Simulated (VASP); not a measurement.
# FeNi3 (Pm-3m) in VASP: further runs, part 2 of 2

VASP 6.6.1. Earlier steps stand in the parts before.

## 4. Single point, PBEsol, collinear spin, ferromagnetic start

This run uses another cell than the first one, of 11.14 Å³/atom.

The input, INCAR:

```
ALGO     = Fast           # electronic algorithm
EDIFF    = 1E-6           # SCF threshold, eV
ENCUT    = 520            # plane-wave cutoff, eV
GGA      = PS             # functional
ISIF     = 2              # what is computed and relaxed
ISMEAR   = 0              # smearing method
ISPIN    = 2              # spin polarisation
LASPH    = True           # aspherical terms in the spheres
LCHARG   = True           # write CHGCAR
LELF     = True           # ELF
LMAXMIX  = 4              # l up to which the mixer works
LORBIT   = 11             # projections on sites
LREAL    = False          # projectors in reciprocal space
LVHAR    = True         
LWAVE    = False          # write WAVECAR
MAGMOM   = 3.13 0.75 0.75 0.75 # initial moments
NBANDS   = 31             # bands
NELM     = 150            # most SCF steps
PREC     = Accurate       # precision mode
SIGMA    = 0.1            # smearing width, eV
```

The input, KPOINTS:

```
k-points
0
Gamma
  12 12 12
```

The input, POSCAR:

```
FeNi3
1.0
    3.5450000000      0.0000000000      0.0000000000
    0.0000000000      3.5450000000      0.0000000000
    0.0000000000      0.0000000000      3.5450000000
Fe Ni
1 3
Direct
    0.0000000000      0.0000000000      0.0000000000
    0.0000000000      0.5000000000      0.5000000000
    0.5000000000      0.0000000000      0.5000000000
    0.5000000000      0.5000000000      0.0000000000
```

Potentials or basis: VASP PAW PBE potentials, release 64 (Fe, Ni).

Run with:

```sh
$ cat potpaw_PBE.64/Fe/POTCAR potpaw_PBE.64/Ni/POTCAR > POTCAR
$ mpirun -np 1 vasp_std > vasp.out
```

OUTCAR:

```text
EDIFF = 1E-6
   ENCUT = 520
   GGA = PS
   ISIF = 2
   ISMEAR = 0
   ISPIN = 2
   LASPH = True
   LORBIT = 11
   LREAL = False
   NELM = 150
   PREC = Accurate

 ion  position               nearest neighbor table
   1  0.000  0.000  0.000-   2 2.51   3 2.51   4 2.51   2 2.51   3 2.51   2 2.51   4 2.51   2 2.51
                             3 2.51   4 2.51   3 2.51   4 2.51
   2  0.000  0.500  0.500-   1 2.51   3 2.51   4 2.51   1 2.51   4 2.51   1 2.51   3 2.51   1 2.51
                             3 2.51   4 2.51   4 2.51   3 2.51
   3  0.500  0.000  0.500-   1 2.51   2 2.51   4 2.51   1 2.51   4 2.51   2 2.51   4 2.51   4 2.51
                             1 2.51   2 2.51   1 2.51   2 2.51
   4  0.500  0.500  0.000-   1 2.51   2 2.51   3 2.51   2 2.51   3 2.51   1 2.51   3 2.51   3 2.51
                             1 2.51   2 2.51   2 2.51   1 2.51

  LATTYP: Found a simple cubic cell.
 ALAT       =     3.5450000000

  Lattice vectors:

 A1 = (   3.5450000000,   0.0000000000,   0.0000000000)
 A2 = (   0.0000000000,   3.5450000000,   0.0000000000)
 A3 = (   0.0000000000,   0.0000000000,   3.5450000000)

Analysis of symmetry for initial positions (statically):
=====================================================================
 Subroutine PRICEL returns:
 Original cell was already a primitive cell.

 Routine SETGRP: Setting up the symmetry group for a
 simple cubic supercell.

 Subroutine GETGRP returns: Found 48 space group operations
 (whereof 48 operations were pure point group operations)
 out of a pool of 48 trial point group operations.

The static configuration has the point symmetry O_h .

Analysis of symmetry for dynamics (positions and initial velocities):
=====================================================================
 Subroutine PRICEL returns:
 Original cell was already a primitive cell.

 Routine SETGRP: Setting up the symmetry group for a
 simple cubic supercell.

 Subroutine GETGRP returns: Found 48 space group operations
[... 170 lines left out ...]

 E-fermi :   8.3799     XC(G=0): -13.3178

 val. band max:        8.3794610808   @ k =   0.0000   0.0000   0.0000
 cond. band min:       8.3890419902   @ k =   0.5000   0.3333   0.3333
 fundamental gap:      0.0095809095
 Fermi energy:         8.3798793619

 spin component 1

 k-point     1 :       0.0000    0.0000    0.0000
  band No.  band energies     occupation
      1      -0.7351      1.00000
      2       3.0960      1.00000
      3       3.0960      1.00000
      4       3.7583      1.00000
      5       3.8308      1.00000
      6       3.8308      1.00000
[... 805 lines left out ...]
     30      21.9680      0.00000
     31      23.0185      0.00000

 [... further k-points ...]

 spin component 2

 k-point     1 :       0.0000    0.0000    0.0000
  band No.  band energies     occupation
      1      -0.6493      1.00000
      2       4.1311      1.00000
      3       4.1311      1.00000
      4       4.1561      1.00000
      5       4.8292      1.00000
      6       4.8292      1.00000
[... 805 lines left out ...]
     30      22.3280      0.00000
     31      23.4463      0.00000

 [... further k-points ...]

------------------------ aborting loop because EDIFF is reached ----------------------------------------

  FORCE on cell =-STRESS in cart. coord.  units (eV):
  Direction    XX          YY          ZZ          XY          YZ          ZX
  --------------------------------------------------------------------------------------
  -------------------------------------------------------------------------------------
  Total       -2.6679345     -2.6679345     -2.6679345      0.0000000      0.0000000     -0.0000000
  in kB      -95.9482438    -95.9482438    -95.9482438      0.0000000      0.0000000     -0.0000000
  external PRESSURE =     -95.9482438 kB  Pullay stress =       0.0000000 kB

 VOLUME and BASIS-vectors are now :
 -----------------------------------------------------------------------------
  energy-cutoff  :      520.00
  volume of cell :       44.55
      direct lattice vectors                 reciprocal lattice vectors
     3.545000000  0.000000000  0.000000000     0.282087447  0.000000000  0.000000000
     0.000000000  3.545000000  0.000000000     0.000000000  0.282087447  0.000000000
     0.000000000  0.000000000  3.545000000     0.000000000  0.000000000  0.282087447

 POSITION                                       TOTAL-FORCE (eV/Angst)
 -----------------------------------------------------------------------------------
      0.00000      0.00000      0.00000         0.000000      0.000000      0.000000
      0.00000      1.77250      1.77250         0.000000      0.000000      0.000000
      1.77250      0.00000      1.77250         0.000000      0.000000      0.000000
      1.77250      1.77250      0.00000         0.000000      0.000000      0.000000
 -----------------------------------------------------------------------------------
    total drift:                                0.000000      0.000000      0.000000

  FREE ENERGIE OF THE ION-ELECTRON SYSTEM (eV)
  ---------------------------------------------------
  free  energy   TOTEN  =       -27.5879301796 eV

  energy  without entropy=      -27.5731445751  energy(sigma->0) =      -27.58053738

 total charge

# of ion       s       p       d       tot
------------------------------------------
    1        0.476   0.506   6.107   7.089
    2        0.506   0.514   8.320   9.339
    3        0.506   0.514   8.320   9.339
    4        0.506   0.514   8.320   9.339
--------------------------------------------------
tot          1.994   2.047  31.066  35.107

 magnetization (x)

# of ion       s       p       d       tot
------------------------------------------
    1        0.010   0.003   2.884   2.898
    2       -0.015  -0.040   0.687   0.632
    3       -0.015  -0.040   0.687   0.632
    4       -0.015  -0.040   0.687   0.632
--------------------------------------------------
tot         -0.035  -0.117   4.945   4.794
```

stdout:

```text
POSCAR found type information on POSCAR FeNi
 POSCAR found :  2 types and       4 ions
 scaLAPACK will be used
 -----------------------------------------------------------------------------
|                                                                             |
|                                                                             |
|     You enforced a specific xc type in the INCAR file but a different       |
|     I HOPE YOU KNOW WHAT YOU ARE DOING!                                     |
|                                                                             |
 -----------------------------------------------------------------------------

 LDA part: xc-table for (Slater+PW92), standard interpolation
 POSCAR, INCAR and KPOINTS ok, starting setup
 FFT: planning ... GRIDC
 FFT: planning ... GRID_SOFT
 FFT: planning ... GRID
 WAVECAR not read
 entering main loop
```

Run time: 1.8 min. Hardware: 1 thread of Intel Xeon 6975P-C (Granite Rapids), shared host; peak memory 0.29 GiB.

What came out:

| Property | Result |
| --- | --- |
| Free energy | -27.5879 eV |
| Pressure | -9.6 GPa |
| Net moment | 4.78 μB per cell |
| Site moments | Fe +2.90; Ni +0.63 μB |
| Valence electrons inside the program's atomic spheres | Fe 7.09; Ni 9.34 |

Levels at points of the mesh, in eV from the Fermi level:
Spin up:
```csv
k point,band 19,band 20,band 21,band 22,band 23,band 24
"(0.00, 0.00, 0.00)",-0.60,-0.60,-0.60,2.20,2.20,2.20
"(0.50, 0.00, 0.00)",-1.39,-1.03,-0.70,-0.60,7.44,7.44
"(0.50, 0.50, 0.00)",-1.49,-1.47,0.74,0.74,0.78,0.79
"(0.50, 0.50, 0.50)",-0.77,-0.77,-0.55,-0.55,-0.55,-0.41
```
Spin down:
```csv
k point,band 14,band 15,band 16,band 17,band 18,band 19,band 20,band 21
"(0.00, 0.00, 0.00)",0.27,0.27,0.27,0.98,0.98,1.27,1.27,1.27
"(0.50, 0.00, 0.00)",-0.95,-0.84,-0.38,-0.12,-0.12,0.27,0.48,0.59
"(0.50, 0.50, 0.00)",-1.19,-1.19,-0.79,-0.68,0.17,0.17,0.36,1.40
"(0.50, 0.50, 0.50)",-0.45,-0.45,-0.45,0.06,0.06,0.06,0.80,0.80
```

Caveat: the cell stands under tension; the PAW data sets were made with another functional, which shifts forces and pressure a little.

## 5. Overview

```tsv
cell	gap on the mesh (eV)	pressure (GPa)	moment (μB)
a = 3.489 Å, 4 atoms	none	-0.1	4.74
a = 3.523 Å, 4 atoms	none	-6.2	4.77
a = 3.545 Å, 4 atoms	none	-9.6	4.78
```

Alike in all rows: task single point; level PBEsol; potentials or basis VASP PAW PBE potentials, release 64 (Fe, Ni); spin collinear, ferromagnetic start; k mesh 12 × 12 × 12; cutoff (eV) 520; smearing gaussian 0.1 eV.

Caveats: the PAW data sets were made with another functional, which shifts forces and pressure a little; the cell stands under tension (at least some runs).

Absolute energies hang on the potentials; compare differences alone.
